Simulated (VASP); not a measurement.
Runs of VASP 6.6.1 on Fe. Symmetry: Im-3m, No. 229, cubic system. Conventional cell: a = 2.863 Å, b = 2.863 Å, c = 2.863 Å, α = 90.00°, β = 90.00°, γ = 90.00°. Fe (site symmetry m-3m) has 14 Fe at 2.48 to 2.86 Å within 3.3 Å. 

| task | level | cell | k mesh | cutoff (eV) | smearing | gap on the mesh (eV) | pressure (GPa) | moment (μB) |
| --- | --- | --- | --- | --- | --- | --- | --- | --- |
| single point | PBE | as given | 5 × 1 × 7, shifted | 520 | gaussian 0.1 eV | none | -3.1 | (b) |
| single point | PBE | as given | 8 × 8 × 8 | 600 | fermi-dirac 0.051704 eV | none | -3.5 | 2.35 |
| single point | PBE | as given | 4 × 4 × 4 | 520 | gaussian 0.1 eV | none | -10.1 | 2.00 |
| single point | PBE | as given | 1 × 2 × 2 | 600 | gaussian 0.1 eV | none | 1.2 | 3.00 |
| single point | PBE | as given | 8 × 8 × 8 | 600 | gaussian 0.1 eV | none | -3.4 | 2.35 |
| single point | PBE | as given | 8 × 8 × 8 | 520 | gaussian 0.1 eV | none | -3.3 | 2.35 |
| single point | PBE | as given | 8 × 8 × 8 | 520 | tetrahedron | none | -4.7 | 2.24 |
| single point | PBE | as given | 8 × 8 × 8 | 600 | methfessel-paxton 0.136057 eV | none | -3.3 | (c) |
| single point | revPBE | as given | 8 × 8 × 8 | 600 | gaussian 0.1 eV | none | (a) | 2.35 |
| relaxation of cell and atoms | PBE | relaxed | 4 × 4 × 4 | 600 | gaussian 0.1 eV | none | -0.2 | 2.00 |
| single point | RPBE | as given | 8 × 8 × 8 | 520 | gaussian 0.1 eV | none | 2.0 | 2.35 |

Alike in all rows: potentials or basis VASP PAW PBE potentials, release 64 (Fe); spin collinear, ferromagnetic start.

Estimate the missing entries.

(a) 0.5; (b) 2.40; (c) 2.36.

Caveats: all runs use coarse meshes; the PAW data sets were made with another functional, which shifts forces and pressure a little (some runs).

A gap of «none» marks levels without a gap at the run's occupations.
